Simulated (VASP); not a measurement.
# LiF (Imm2) in VASP: single point with r2SCAN

Aim: the single point of LiF with r2SCAN.

All numbers are computed with VASP 6.6.1; they aren't measurements. Logs are shortened: lines on timing, memory, paths and dates and some standing lists are left out, and cuts for length are marked.

## Step 1: The cell of the first run

Symmetry: Imm2, No. 44, orthorhombic system. The conventional cell has a = 2.995 Å, b = 3.071 Å, c = 4.289 Å, α = 90.00°, β = 90.00°, γ = 90.00°. Li (site symmetry mm2) has 4 F at 1.85 to 1.86 Å within 2.5 Å. Within 2.5 Å of F (site symmetry mm2) lie 4 Li at 1.85 to 1.86 Å.

## Step 2: Single point, r2SCAN (shear xy strain +2.5%)

Contents of POSCAR:

```
LiF
1.0
    0.0268076318      2.1446105472      2.1446105472
    2.1446105472      0.0268076318      2.1446105472
    2.1714181791      2.1714181791      0.0000000001
Li F
1 1
Direct
    0.0024338183      0.0024338183     -0.0024338183
    0.2475661817      0.2475661817      0.2524338183
```

Contents of INCAR.step1:

```
  ALGO = Normal
  EDIFF = 1E-4
  ENCUT = 520
  GGA = PE
  ISMEAR = 0
  LASPH = True
  LCHARG = False
  LREAL = False
  LWAVE = True
  NBANDS = 12
  NELM = 100
  PREC = Accurate
  SIGMA = 0.01
```

Contents of INCAR.step2:

```
  ALGO = Normal
  EDIFF = 1E-6
  ENCUT = 520
  ISIF = 2
  ISMEAR = 0
  ISTART = 1
  LASPH = True
  LCHARG = False
  LMIXTAU = True
  LREAL = False
  LWAVE = False
  METAGGA = R2SCAN
  NBANDS = 12
  NELM = 100
  PREC = Accurate
  SIGMA = 0.01
```

Contents of KPOINTS:

```
k-points
0
Gamma
  10 10 10
```

Potentials or basis: VASP PAW PBE potentials, release 64 (Li_sv, F).

The run is started by

```console
$ cat potpaw_PBE.64/Li_sv/POTCAR potpaw_PBE.64/F/POTCAR > POTCAR
$ cp INCAR.step1 INCAR
$ mpirun -np 1 vasp_std > vasp.out
$ cp INCAR.step2 INCAR
$ mpirun -np 1 vasp_std > vasp.out
```

OUTCAR:

```text
EDIFF = 1E-6
   ENCUT = 520
   ISIF = 2
   ISMEAR = 0
   ISTART = 1
   LASPH = True
   LREAL = False
   METAGGA = R2SCAN
   NELM = 100
   PREC = Accurate

 ion  position               nearest neighbor table
   1  0.002  0.002  0.998-   2 1.85   2 1.85   2 1.86   2 1.86
   2  0.248  0.248  0.252-   1 1.85   1 1.85   1 1.86   1 1.86

  LATTYP: Found a body centered orthorhombic cell.
 ALAT       =     2.9950256054
 B/A-ratio  =     1.0253164557
 C/A-ratio  =     1.4321149998

  Lattice vectors:

 A1 = (   2.1446105473,   0.0268076319,  -2.1446105471)
 A2 = (  -2.1446105472,  -0.0268076318,  -2.1446105472)
 A3 = (   0.0268076318,   2.1446105472,   2.1446105472)

Analysis of symmetry for initial positions (statically):
=====================================================================
 Subroutine PRICEL returns:
 Original cell was already a primitive cell.

 Routine SETGRP: Setting up the symmetry group for a
 body centered orthorhombic supercell.

 Subroutine GETGRP returns: Found  4 space group operations
 (whereof  4 operations were pure point group operations)
 out of a pool of  8 trial point group operations.

The static configuration has the point symmetry C_2v.

Analysis of symmetry for dynamics (positions and initial velocities):
=====================================================================
 Subroutine PRICEL returns:
 Original cell was already a primitive cell.

 Routine SETGRP: Setting up the symmetry group for a
 body centered orthorhombic supercell.

 Subroutine GETGRP returns: Found  4 space group operations
 (whereof  4 operations were pure point group operations)
 out of a pool of  8 trial point group operations.

The dynamic configuration has the point symmetry C_2v.

 Subroutine INISYM returns: Found  4 space group operations
 (whereof  4 operations are pure point group operations),
 and found     1 'primitive' translations

----------------------------------------------------------------------------------------

                                     Primitive cell

  volume of cell :      19.7246

  direct lattice vectors                    reciprocal lattice vectors
     0.026807632  2.144610547  2.144610547    -0.236093735  0.236093735  0.233142563
     2.144610547  0.026807632  2.144610547     0.236093735 -0.236093735  0.233142563
     2.171418179  2.171418179  0.000000000     0.230264260  0.230264260 -0.233142563

[... 90 lines left out ...]
   ISYM   =      2    0-nonsym 1-usesym 2-fastsym
   POTIM  = 0.5000    time-step for ionic-motion
   TEBEG  =    0.0;   TEEND  =   0.0 temperature during run
   PSTRESS=    0.0 pullay stress
   NELECT =      10.0000    total number of electrons
   NUPDOWN=      -1.0000    fix difference up-down
   EMIN   =  10.00;   EMAX   =-10.00  energy-range for DOS
   EFERMI =   0.00;   METHOD = LEGACY
   ISMEAR =     0;   SIGMA  =   0.01  broadening in eV -4-tet -1-fermi 0-gaus
   EFERMI_NEDOS =   21; number of points for ismear=-14 and -15
   IALGO  =     38    algorithm
   IMIX   =      4    mixing-type and parameters
     AMIX     =   0.40;   BMIX     =  1.00
     AMIX_MAG =   1.60;   BMIX_MAG =  1.00
  volume/ion in A,a.u.               =       9.86        66.55
  Fermi-wavevector in a.u.,A,eV,Ry     =   1.305386  2.466822 23.184778  1.704033
  Thomas-Fermi vector in A             =   2.436259
   LORBIT       =      0    0 simple, 1 ext, 2 COOP (PROOUT), +10 PAW based schemes
   METAGGA = R2SCAN    functional components
   LHFCALC =     F    Hartree Fock is set to
   AEXX    =    0.0000 exact exchange contribution
   IVDW    =     0    specifies the selected vdW correction
   LEPSILON=     F    determine dielectric tensor
   LRPA    =     F    only Hartree local field effects (RPA)
 non-spin polarized calculation
 Gauss-broadening in eV      SIGMA  =   0.01
  energy-cutoff  :      520.00
  volume of cell :       19.72
 maximum number of plane-waves:       544
   NGX = 11   NGY = 11   NGZ = 11

 number of electron       9.9999993 magnetization

 Free energy of the ion-electron system (eV)
  ---------------------------------------------------
  ext. energy  EPLUGINS =         0.00000000
  ---------------------------------------------------
  free energy    TOTEN  =       -11.80438109 eV

  energy without entropy =      -11.80438109  energy(sigma->0) =      -11.80438109

 E-fermi :  -2.8593     XC(G=0):  -9.3916

 val. band max:       -3.1075731007   @ k =   0.0000   0.0000   0.0000
 cond. band min:       5.5980569622   @ k =   0.0000   0.0000   0.0000
 fundamental gap:      8.7056300629
 Fermi energy:        -2.8592606928

 k-point     1 :       0.0000    0.0000    0.0000
  band No.  band energies     occupation
      1     -44.6071      2.00000
      2     -23.6127      2.00000
      3      -3.2030      2.00000
      4      -3.1576      2.00000
      5      -3.1076      2.00000
      6       5.5981      0.00000
      7      17.6162      0.00000
      8      17.9063      0.00000
      9      18.2013      0.00000
     10      25.9435      0.00000
     11      26.1089      0.00000
     12      26.3176      0.00000
[... 331 lines left out ...]
 k-point    24 :       0.4000    0.3000    0.0000
  band No.  band energies     occupation
      1     -44.5655      2.00000
      2     -23.4384      2.00000
      3      -4.4202      2.00000
      4      -3.8467      2.00000
      5      -3.7265      2.00000
      6       8.1678      0.00000
      7      14.5139      0.00000
      8      17.4336      0.00000
      9      17.9583      0.00000
     10      19.7570      0.00000
     11      26.6055      0.00000
     12      30.1610      0.00000

 [... further k-points ...]

------------------------ aborting loop because EDIFF is reached ----------------------------------------

  FORCE on cell =-STRESS in cart. coord.  units (eV):
  Direction    XX          YY          ZZ          XY          YZ          ZX
  --------------------------------------------------------------------------------------
  -------------------------------------------------------------------------------------
  Total       -0.0278739     -0.0278739     -0.0209249     -0.1242333     -0.0000000     -0.0000000
  in kB       -2.2641254     -2.2641254     -1.6996808    -10.0911623     -0.0000000     -0.0000000
  external PRESSURE =      -2.0759772 kB  Pullay stress =       0.0000000 kB

 VOLUME and BASIS-vectors are now :
 -----------------------------------------------------------------------------
  energy-cutoff  :      520.00
  volume of cell :       19.72
      direct lattice vectors                 reciprocal lattice vectors
     0.026807632  2.144610547  2.144610547    -0.236093735  0.236093735  0.233142563
     2.144610547  0.026807632  2.144610547     0.236093735 -0.236093735  0.233142563
     2.171418179  2.171418179  0.000000000     0.230264260  0.230264260 -0.233142563

 POSITION                                       TOTAL-FORCE (eV/Angst)
 -----------------------------------------------------------------------------------
      2.17142      2.17142      0.01044         0.000000      0.000000     -0.028534
      1.08571      1.08571      1.06187        -0.000000     -0.000000      0.028534
 -----------------------------------------------------------------------------------
    total drift:                                0.000000      0.000000     -0.051528

  FREE ENERGIE OF THE ION-ELECTRON SYSTEM (eV)
  ---------------------------------------------------
  free  energy   TOTEN  =       -11.8043810900 eV

  energy  without entropy=      -11.8043810900  energy(sigma->0) =      -11.80438109
```

Wall time 3 min (1 thread of Intel Xeon 8259CL, shared host); peak memory 0.16 GiB.

What came out:

* Free energy: -11.8044 eV
* Largest force: 0.029 eV/Å
* Band gap on the k mesh: 8.71 eV

Forces in eV/Å, atoms in the order of the input:
```
Li   0.000  0.000 -0.029
F    0.000  0.000  0.029
```

Caveat: the cell differs from its parent crystal (shear xy strain +2.5%); the cutoff is under 1.25 times the usual one of these potentials, so pressure, stress and relaxed cells hold a basis-set (Pulay) error; the structure was generated, so it needn't be the stable form of LiF; the PAW data sets were made with another functional, which shifts forces and pressure a little. A k mesh can miss the band edges.
